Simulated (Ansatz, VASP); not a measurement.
## Two plane-wave programs on C

```
CELL_PARAMETERS angstrom
0.00000 1.81835 1.81835
1.81835 0.00000 1.81835
1.81835 1.81835 0.00000
ATOMIC_POSITIONS crystal
C 0.75000 0.75000 0.75000
C 0.50000 0.50000 0.50000
```

Alike in both runs: task single point; functional LDA; k mesh 13 × 13 × 13; occupations gaussian, width 0.05 eV; no spin polarisation.

|  | VASP | Ansatz |
| --- | --- | --- |
| version | VASP 6.6.1 | Ansatz 0.2.0 |
| potentials or method | VASP PAW LDA potentials, release 64 (C) | Ansatz PAW |
| plane-wave cutoff (eV) | 520 | 420 |
| valence electrons in the cell | 8 | 8 |

VASP gave:

```
gap on the k mesh at the Fermi level (eV) : 3.97
least direct gap on the mesh (eV)         : 5.38
```

Question: Estimate Ansatz's values.

Answer: gap on the k mesh at the Fermi level (eV): 3.98; least direct gap on the mesh (eV): 5.38.

LDA's correlation is that of Perdew and Zunger in VASP and of Perdew and Wang (1992) in Ansatz.

Noted on Ansatz's run: Pulay correction over one GPa; odd divisions of the mesh miss points on the zone boundary, where band edges often lie, so the gap on the mesh can be too wide.
